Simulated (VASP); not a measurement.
GdO4:

```
Gd O
1.0
     4.06370    0.00000    0.00000
     0.00000    4.06370    0.00000
     0.00000    0.00000    4.06370
Gd O
1 4
Direct
  0.00000 0.00000 0.00000
  0.30907 0.69093 0.69093
  0.69093 0.30907 0.69093
  0.69093 0.69093 0.30907
  0.30907 0.30907 0.30907
```

The cell was generated, and may not be a known phase.

| Quantity | Value |
| --- | --- |
| Program | VASP 6.6.1 |
| Task | relaxation of cell and atoms |
| Functional | PBE |
| Potentials or basis | VASP PAW PBE potentials, release 64 (Gd, O) |
| Cutoff | 600 eV |
| k mesh | 10 × 10 × 10 |
| Occupations | gaussian, width 0.1 eV |
| Spin | collinear spin, ferrimagnetic start |
| Starting moments | [7.26, -1.25, -1.25, -1.25, -1.25] μB |

At the start: pressure -2.5 GPa; volume 13.42 Å³/atom.

Problem. Where does the relaxation end?

Solution. Over 4 steps the energy falls by 4.4 meV/atom and the volume is 12.94 Å³/atom (-3.6 %); space group P-43m (No. 215, to 0.1 Å) before and after; moment 6.98 μB per cell.

The path:
| step | energy change (eV) | largest force (eV/Å) | pressure (GPa) | volume (Å³) |
| --- | --- | --- | --- | --- |
| 1 | 0.0000 | 0.0997 | -2.53 | 67.11 |
| 2 | -0.0200 | 0.1211 | -0.22 | 65.07 |
| 3 | -0.0204 | 0.1242 | 0.19 | 64.74 |
| 4 | -0.0221 | 0.0062 | 0.01 | 64.70 |

Final structure:
```yaml
crystal:
  lattice:
    - [4.01462, 0.00000, 0.00000]
    - [0.00000, 4.01462, 0.00000]
    - [0.00000, 0.00000, 4.01462]
  atoms:
    - { symbol: Gd, position: [0.00000, 0.00000, 0.00000] }
    - { symbol: O, position: [0.31082, 0.68918, 0.68918] }
    - { symbol: O, position: [0.68918, 0.31082, 0.68918] }
    - { symbol: O, position: [0.68918, 0.68918, 0.31082] }
    - { symbol: O, position: [0.31082, 0.31082, 0.31082] }
```

Caveat: the highest band is partly filled, so the run has too few bands; a cell with one magnetic atom can't hold antiferromagnetic order, which such compounds often take; semilocal functionals describe open f shells poorly, which spoils levels, moments and volumes.
